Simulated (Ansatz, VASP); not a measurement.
# One calculation of ZnAg, two programs

INCAR

```
SYSTEM = ZnAg
PREC     = Accurate       ! precision mode
ENCUT    = 520            ! plane-wave cutoff, eV
EDIFF    = 1E-8           ! SCF threshold, eV
ISMEAR   = -1             ! smearing method
SIGMA    = 0.03           ! smearing width, eV
LREAL    = .FALSE.        ! projectors in reciprocal space
LASPH    = .TRUE.         ! aspherical terms in the spheres
NELM     = 100            ! most SCF steps
ALGO     = Normal         ! electronic algorithm
ISIF     = 2              ! what is computed and relaxed
LWAVE    = .FALSE.        ! write WAVECAR
LCHARG   = .FALSE.        ! write CHGCAR
GGA      = CA             ! functional
LEFG     = .TRUE.       
NBANDS   = 18             ! bands
```

Contents of KPOINTS:

```
Automatic mesh
0
G
  12 12 12
  0 0 0
```

Contents of POSCAR:

```
ZnAg
1.0
    3.1664851269      0.0000000000      0.0000000000
    0.0000000000      3.1664851269      0.0000000000
    0.0000000000      0.0000000000      3.1664851269
Zn Ag
1 1
Direct
    0.5000000000      0.5000000000      0.5000000000
    0.0000000000      0.0000000000      0.0000000000
```

Input for Ansatz:

```yaml
crystal:
  lattice:
    - [3.1664851269, 0.0, 0.0]
    - [0.0, 3.1664851269, 0.0]
    - [0.0, 0.0, 3.1664851269]
  atoms:
    - { symbol: Zn, position: [0.5, 0.5, 0.5] }
    - { symbol: Ag, position: [0.0, 0.0, 0.0] }
kpoints:
  mp_grid: { grid: [12, 12, 12] }
scf:
  occupations: { method: fermi_dirac, width: 0.03 }
hamiltonian:
  xc: lda
  pseudopotentials: { kind: paw }
output:
  forces: true
  stress: true
  eigenvalues: true
  efg: { contact_densities: true }
  write_density: true
  write_potential: true
  elf: true
  volumetric_format: npy
```

Change from the starting cell: volume scaled by 1.01, PAW files.

Alike in both runs: task electric field gradients; functional LDA; k mesh 12 × 12 × 12; occupations fermi-dirac, width 0.03 eV; no spin polarisation.

```csv
,VASP,Ansatz
version,VASP 6.6.1,Ansatz 0.2.0
potentials or method,"VASP PAW LDA potentials, release 64 (Zn, Ag)","PAW with Ansatz's default frozen-core files, scalar-relativistic"
plane-wave cutoff (eV),520,420
valence electrons in the cell,23,31
```

Ansatz gave:

```
pressure (GPa) : -8.9
```

**Question.** Estimate VASP's values.

**Answer.** Pressure (GPa): -8.5.

LDA's correlation is that of Perdew and Zunger in VASP and of Perdew and Wang (1992) in Ansatz. VASP's potentials hold 23 valence electrons a cell and Ansatz's 31, so a difference there can come from the potentials and not from the codes.
